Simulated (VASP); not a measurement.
Wanted: the native input for a VASP 6.6.1 run.

```yaml
Task: relaxation of cell and atoms
Functional: PBE
Potentials_or_basis: VASP PAW PBE potentials, release 64 (Li_sv, Se)
Cutoff: 750 eV
k_mesh: 10 × 10 × 10
Occupations: gaussian, width 0.01 eV
Spin: no spin polarisation
Target_pressure: 50 GPa
Dipole_correction: no
Further_INCAR_settings: ALGO = Normal; EDIFF = 1e-07; IBRION = 2; EDIFFG = -0.001; NSW = 80; ISIF = 3
```

The structure of Li2Se lies in POSCAR:

```
Li2Se
1.0
    0.0000000000      2.5158193255      2.5158193255
    2.5158193255      0.0000000000      2.5158193255
    2.5158193255      2.5158193255      0.0000000000
Li Se
2 1
Direct
    0.2500000000      0.2500000000      0.2500000000
    0.7500000000      0.7500000000      0.7500000000
    0.0000000000      0.0000000000      0.0000000000
```

The input as run:

INCAR

```
SYSTEM = Li2Se
PREC = Accurate
ENCUT = 750
EDIFF = 1E-7
ISMEAR = 0
SIGMA = 0.01
LREAL = .FALSE.
LASPH = .TRUE.
NELM = 120
ALGO = Normal
ISIF = 3
LWAVE = .FALSE.
LCHARG = .FALSE.
GGA = PE
IBRION = 2
NSW = 80
EDIFFG = -0.001
PSTRESS = 500.0
GGA_COMPAT = .FALSE.
NELMIN = 4
```

KPOINTS

```
regular mesh
0
G
  10 10 10
  0 0 0
```

Potentials or basis: VASP PAW PBE potentials, release 64 (Li_sv, Se).

Run with:

```bash
$ cat potpaw_PBE.64/Li_sv/POTCAR potpaw_PBE.64/Se/POTCAR > POTCAR
$ mpirun -np 1 vasp_std > vasp.out
```

It gave:

- Relaxed volume: 10.65 Å³/atom
- Relaxed cell: a = 3.561 Å, b = 3.561 Å, c = 3.561 Å, α = 60.00°, β = 60.00°, γ = 60.00°
- Space group after relaxing (to 0.05 Å): Fm-3m (No. 225)
- Energy change on relaxing (the enthalpy is what falls): -10.0 meV/atom
- Ionic steps: 3
- Pressure after relaxing: 50.0 GPa
- Band gap on the k mesh: 2.05 eV, indirect (least direct gap 5.05 eV)

Caveat: the cell is relaxed towards a set pressure, so the enthalpy falls and the energy may rise.

Wall time 18 s on 1 thread of Intel(R) Xeon(R) 6975P-C (Granite Rapids) (shared host), peak memory 0.19 GiB.
